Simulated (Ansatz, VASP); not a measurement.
**One calculation of P, two programs**

```
CELL_PARAMETERS angstrom
2.42469 0.00000 0.00000
0.00000 2.43854 0.00000
-0.02031 0.00000 4.85243
ATOMIC_POSITIONS crystal
P 0.00000 0.00000 0.74943
P 0.00000 0.00000 0.25057
```

Alike in both runs: task single point; functional PBE-based screened hybrid with a share of 0.25 of exact exchange and HFSCREEN = 0.2; k mesh 6 × 6 × 3; occupations fermi-dirac, width 0.05 eV; no spin polarisation.

```csv
,VASP,Ansatz
version,VASP 6.6.1,Ansatz 0.2.0
potentials or method,"VASP PAW PBE potentials, release 64 (P)",Ansatz PAW
plane-wave cutoff (eV),520,420
valence electrons in the cell,10,10
```

Ansatz gave:

```
gap on the k mesh at the Fermi level (eV)                     : none
pressure (GPa)                                                : -1.9
traceless stress, the component that is largest in VASP (GPa) : 1.67
rms of the force components (eV/Å)                            : 0.011
```

**Question.** What did VASP give for the same quantities?

**Answer.** gap on the k mesh at the Fermi level (eV): none; pressure (GPa): -2.7; traceless stress, the component that is largest in VASP (GPa): 1.75; rms of the force components (eV/Å): 0.010.

VASP's potentials were made for PBE, not for PBE-based screened hybrid. Atom by atom the forces differ by 0.001 eV/Å (rms over components). A gap of «none» marks a metal or a gap that the smearing closes.

The k mesh is coarse, so the values compare programs but aren't converged.
